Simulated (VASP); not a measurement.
# NbC2: single point with PBE

Crystal: NbC2.

```
CELL_PARAMETERS angstrom
-2.27604 2.27604 2.86095
2.27604 -2.27604 2.86095
2.27604 2.27604 -2.86095
ATOMIC_POSITIONS crystal
Nb 0.75000 0.75000 0.00000
Nb 0.25000 0.25000 0.00000
C 0.60749 0.10749 0.71498
C 0.39251 0.89251 0.28502
C 0.89251 0.60749 0.50000
C 0.10749 0.39251 0.50000
```

```yaml
Program: VASP 6.6.1
Task: single point
Functional: PBE
Potentials_or_basis: VASP PAW PBE potentials, release 64 (Nb_sv, C)
Cutoff: 600 eV
k_mesh: 5 × 5 × 5
Occupations: gaussian, width 0.2 eV
Spin: no spin polarisation
```

The pressure is -0.1 GPa and the largest force is 0.058 eV/Å. The band gap on the k mesh is zero (band 21 reaches 10.90 eV, above the bottom of band 22 at 9.80 eV).

Forces on the atoms (eV/Å):
```
Nb   0.000  0.000  0.000
Nb   0.000  0.000  0.000
C    0.041  0.041  0.000
C   -0.041 -0.041  0.000
C    0.041 -0.041  0.000
C   -0.041  0.041  0.000
```

Stress tensor (GPa, compression positive):
```
-0.12  0.00  0.00
 0.00 -0.12  0.00
 0.00  0.00  0.01
```

Levels at points of the mesh, in eV from the Fermi level:
| k point | band 18 | band 19 | band 20 | band 21 | band 22 | band 23 | band 24 | band 25 |
| --- | --- | --- | --- | --- | --- | --- | --- | --- |
| (0.00, 0.00, 0.00) | -1.40 | -1.30 | 0.57 | 0.66 | 1.07 | 1.07 | 3.59 | 3.59 |

Run time: 28 s on 1 thread of Intel(R) Xeon(R) 6975P-C (Granite Rapids), with other jobs on the host, peak memory 0.21 GiB.

Caveat: the k points lie up to 0.39 Å⁻¹ apart.
